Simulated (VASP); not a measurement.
Input of a VASP 6.6.1 run:

File INCAR:

```
ALGO = Normal
EDIFF = 1E-8
ENCUT = 520
GGA = CA
IBRION = 8
ISIF = 2
ISMEAR = -1
LASPH = T
LCHARG = F
LREAL = F
LWAVE = F
NELM = 60
NSW = 1
PREC = Accurate
SIGMA = 0.15
```

The input KPOINTS:

```
k-points
0
Gamma
  12 12 12
```

POSCAR

```
YIn
1.0
    3.5303721835      0.0000000000      0.0000000000
    0.0000000000      3.5303721835      0.0000000000
    0.0000000000      0.0000000000      3.5303721835
Y In
1 1
Direct
    0.5000000000      0.5000000000      0.5000000000
    0.0000000000      0.0000000000      0.0000000000
```

Potentials or basis: VASP PAW LDA potentials, release 64 (Y_sv, In_d).

The run is started by

```bash
$ cat potpaw_LDA.64/Y_sv/POTCAR potpaw_LDA.64/In_d/POTCAR > POTCAR
$ mpirun -np 1 vasp_std > vasp.out
```

Q: What does it give for the highest phonon frequency at Γ?

A: 169 cm⁻¹.

Phonon frequencies in cm⁻¹ (negative: imaginary):
```tsv
q point	frequencies
(0.000, 0.000, 0.000)	0 0 0 169 169 169
```

Caveat: the cell stands under pressure or tension, which shifts response properties.
